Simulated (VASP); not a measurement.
# AlN: single point with PBEsol

The system is AlN.

```xyz
2
Lattice="-0.0404 2.0223 2.0223 1.9818 0.0000 1.9818 2.0223 2.0223 -0.0404" Properties=species:S:1:pos:R:3 pbc="T T T"
Al    1.9818    2.0223    1.9818
N     0.0000    0.0000    0.0000
```

This cell differs from its parent crystal: engineering shear strain xz -0.0400, engineering shear strain yz +0.0000.

```yaml
Program: VASP 6.6.1
Task: single point
Functional: PBEsol
Potentials_or_basis: VASP PAW PBE potentials, release 64 (Al, N)
Cutoff: 520 eV
k_mesh: 10 × 10 × 10
Occupations: gaussian, width 0.05 eV
Spin: no spin polarisation
```

```json
{
  "Pressure": "0.2 GPa",
  "Band gap on the k mesh": "3.84 eV, indirect (least direct gap 5.31 eV)"
}
```

Stress tensor (GPa, compression positive):
```
 0.47  0.00 12.51
 0.00 -0.22  0.00
12.51  0.00  0.47
```

Levels at points of the mesh, in eV from the valence-band top:
| k point | band 1 | band 2 | band 3 | band 4 | band 5 | band 6 | band 7 | band 8 |
| --- | --- | --- | --- | --- | --- | --- | --- | --- |
| (0.00, 0.00, 0.00) | -17.83 | -0.56 | -0.30 | 0.00 | 5.31 | 11.13 | 11.80 | 12.36 |
| (0.50, 0.00, 0.00) | -14.64 | -8.79 | -1.37 | -1.09 | 5.99 | 10.78 | 11.12 | 12.72 |
| (0.00, 0.50, 0.00) | -14.42 | -8.51 | -1.64 | -1.38 | 5.46 | 10.14 | 10.51 | 13.12 |
| (0.50, 0.50, 0.00) | -13.53 | -7.73 | -3.11 | -3.10 | 4.26 | 4.85 | 13.56 | 16.86 |
| (0.50, 0.00, 0.50) | -13.54 | -7.73 | -3.52 | -2.68 | 3.84 | 5.29 | 13.67 | 16.68 |

It took 15 s on 1 thread of Intel(R) Xeon(R) Platinum 8488C (Sapphire Rapids), with other jobs on the host, peak memory 0.15 GiB.

Caveat: the cell differs from its parent crystal (engineering shear strain xz -0.0400, engineering shear strain yz +0.0000); the PAW data sets were made with another functional, which shifts forces and pressure a little. A k mesh can miss the band edges.
